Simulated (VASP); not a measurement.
Zr:

```
Zr
1.0
     1.52753    2.64575    0.00000
    -1.52753    2.64575    0.00000
     0.00000    0.00000    4.83368
Zr
2
Direct
  0.33333 0.33334 0.25000
  0.66666 0.66667 0.75000
```

| Quantity | Value |
| --- | --- |
| Program | VASP 6.6.1 |
| Task | relaxation of cell and atoms |
| Functional | r2SCAN |
| Potentials or basis | VASP PAW PBE potentials, release 64 (Zr_sv) |
| Cutoff | 600 eV |
| k mesh | 13 × 13 × 7 |
| Occupations | fermi-dirac, width 0.1 eV |
| Spin | no spin polarisation |

At the start: pressure 23.5 GPa; volume 19.54 Å³/atom.

Question: How do energy, volume and symmetry change on relaxing?

Answer: Over 4 steps the energy falls by 257.4 meV/atom and the volume is 23.53 Å³/atom (+20.4 %); space group P6_3/mmc (No. 194, to 0.1 Å) before and after.

Step by step:
```csv
step,energy change (eV),largest force (eV/Å),pressure (GPa),volume (Å³)
1,0.0000,0.0000,23.45,39.07
2,0.0089,0.0000,-13.70,57.57
3,-0.5143,0.0000,-0.60,47.32
4,-0.5149,0.0000,-0.08,47.06
```

Final structure:
```yaml
crystal:
  lattice:
    - [1.62125, 2.80809, 0.00000]
    - [-1.62125, 2.80809, 0.00000]
    - [0.00000, 0.00000, 5.16817]
  atoms:
    - { symbol: Zr, position: [0.33333, 0.33334, 0.25000] }
    - { symbol: Zr, position: [0.66666, 0.66667, 0.75000] }
```

Caveat: the volume moved by over 15 % at a fixed basis, so the end points are rough; the PAW data sets were made with another functional, which shifts forces and pressure a little.
